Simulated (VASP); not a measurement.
AlN: relaxation of cell and atoms with LDA

The system is AlN.

```
Al N
1.0
     0.00000    2.17114    2.17114
     2.17114    0.00000    2.17114
     2.17114    2.17114    0.00000
Al N
1 1
Direct
  0.00000 0.00000 0.00000
  0.75000 0.75000 0.75000
```

```yaml
Program: VASP 6.6.1
Task: relaxation of cell and atoms
Functional: LDA
Potentials_or_basis: VASP PAW LDA potentials, release 64 (Al, N)
Cutoff: 600 eV
k_mesh: 10 × 10 × 10
Occupations: gaussian, width 0.01 eV
Spin: no spin polarisation
Target_pressure: 25 GPa
Dipole_correction: no
Further_INCAR_settings: ALGO = Normal; EDIFF = 1e-07; IBRION = 2; EDIFFG = -0.001; NSW = 80; ISIF = 3
```

- Relaxed volume: 9.30 Å³/atom
- Relaxed cell: a = 2.974 Å, b = 2.974 Å, c = 2.974 Å, α = 60.00°, β = 60.00°, γ = 60.00°
- Space group after relaxing (to 0.05 Å): F-43m (No. 216)
- Energy change on relaxing (the enthalpy is what falls): +68.9 meV/atom
- Ionic steps: 7
- Pressure after relaxing: 25.0 GPa
- Band gap on the k mesh: 3.27 eV, indirect (least direct gap 5.17 eV)

The path:
| step | energy change (eV) | largest force (eV/Å) | pressure (GPa) | volume (Å³) |
| --- | --- | --- | --- | --- |
| 1 | 0.0000 | 0.0000 | 0.55 | 20.47 |
| 2 | 0.8875 | 0.0000 | 79.52 | 16.18 |
| 3 | 0.1275 | 0.0000 | 23.91 | 18.68 |
| 4 | 0.1364 | 0.0000 | 24.86 | 18.62 |
| 5 | 0.1421 | 0.0000 | 25.45 | 18.58 |
| 6 | 0.1324 | 0.0000 | 24.43 | 18.64 |
| 7 | 0.1377 | 0.0000 | 25.00 | 18.61 |

Final structure:
```
CELL_PARAMETERS angstrom
0.00000 2.10325 2.10325
2.10325 0.00000 2.10325
2.10325 2.10325 0.00000
ATOMIC_POSITIONS crystal
Al 0.00000 0.00000 0.00000
N 0.75000 0.75000 0.75000
```

Levels at points of the mesh, in eV from the valence-band top:
| k point | band 2 | band 3 | band 4 | band 5 | band 6 | band 7 |
| --- | --- | --- | --- | --- | --- | --- |
| (0.00, 0.00, 0.00) | 0.00 | 0.00 | 0.00 | 5.28 | 13.48 | 13.48 |
| (0.50, 0.00, 0.00) | -6.40 | -0.49 | -0.49 | 8.32 | 10.55 | 11.68 |
| (0.50, 0.50, 0.00) | -5.32 | -1.91 | -1.91 | 3.26 | 9.10 | 15.37 |

Run time: 49 s on 1 thread of Intel(R) Xeon(R) Platinum 8259CL CPU @ 2.50GHz (Skylake/Cascade Lake) (shared host), peak memory 0.14 GiB.

Caveat: the cell is relaxed towards a set pressure, so the enthalpy falls and the energy may rise. A k mesh can miss the band edges.
